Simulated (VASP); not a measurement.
Input of a VASP 6.6.1 run:

Contents of INCAR:

```
SYSTEM = C
ALGO     = Normal         ! electronic algorithm
EDIFF    = 1E-7           ! SCF threshold, eV
ENCUT    = 520            ! plane-wave cutoff, eV
GGA      = PS             ! functional
ISIF     = 2              ! what is computed and relaxed
ISMEAR   = 1              ! smearing method
LASPH    = .True.         ! aspherical terms in the spheres
LCHARG   = .True.         ! write CHGCAR
LELF     = .True.         ! ELF
LREAL    = .False.        ! projectors in reciprocal space
LVHAR    = .True.       
LWAVE    = .False.        ! write WAVECAR
NBANDS   = 11             ! bands
NELM     = 100            ! most SCF steps
PREC     = Accurate       ! precision mode
SIGMA    = 0.0531         ! smearing width, eV
```

Contents of KPOINTS:

```
k-points
0
Gamma
  14 14 14
  0 0 0
```

File POSCAR:

```
C
1.0
    0.0000000000      2.1127244021      3.3255295243
    1.2197581409      0.0000000000      3.3255295243
    1.2197581409      2.1127244021      0.0000000000
C
2
Direct
    0.1666666667      0.8333333333      0.1666666667
    0.8333333333      0.1666666667      0.8333333333
```

Potentials or basis: VASP PAW PBE potentials, release 64 (C).

The run is started by

```sh
$ cat potpaw_PBE.64/C/POTCAR > POTCAR
$ mpirun -np 1 vasp_std > vasp.out
```

Task: Estimate the largest force.

Result: 0.035 eV/Å.

Task: Estimate the band gap on the k mesh.

Result: 0.33 eV, indirect (least direct gap 0.42 eV).

Task: Estimate the pressure.

Result: 8.2 GPa.

Stress tensor (GPa, compression positive):
```
11.23  0.00  0.00
 0.00 11.25  0.00
 0.00  0.00  2.01
```

Caveat: the PAW data sets were made with another functional, which shifts forces and pressure a little. A k mesh can miss the band edges.
